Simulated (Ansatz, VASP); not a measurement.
One calculation of Ru2Rh, two programs

```
Ru Rh
1.0
     0.00000    2.70451    2.70451
     2.70451    0.00000    2.70451
     2.70451    2.70451    0.00000
Ru Rh
2 1
Cartesian
  1.3523 1.3523 1.3523
  4.0568 4.0568 4.0568
  0.0000 0.0000 0.0000
```

Change from the starting cell: species swapped into the In2Pt type (Fm-3m, No. 225).

Alike in both runs: task relaxation of cell and atoms; functional PBE; k mesh 6 × 6 × 6; occupations gaussian, width 0.1 eV; no spin polarisation.

|  | VASP | Ansatz |
| --- | --- | --- |
| version | VASP 6.6.1 | Ansatz 0.2.0 |
| potentials or method | VASP PAW PBE potentials, release 64 (Ru_pv, Rh_pv), cutoff 600 eV | scalar-relativistic, plane waves, PAW |
| valence electrons in the cell | 43 | 49 |

Ansatz gave:

```
gap on the k mesh at the Fermi level, each at its own relaxed structure (eV) : none
relaxed volume (Å³/atom)                                                     : 16.59
relaxed cell length with the largest relative difference (Å)                 : 4.128
```

Task: What did VASP give for the same quantities?

Result: gap on the k mesh at the Fermi level, each at its own relaxed structure (eV): none; relaxed volume (Å³/atom): 16.57; relaxed cell length with the largest relative difference (Å): 4.127.

A gap of «none» marks a metal or a gap that the smearing closes. VASP's potentials hold 43 valence electrons a cell and Ansatz's 49, so a difference there can come from the potentials and not from the codes.

Noted on VASP's run: the volume moved by over 15 % at a fixed basis, so the end points are rough.
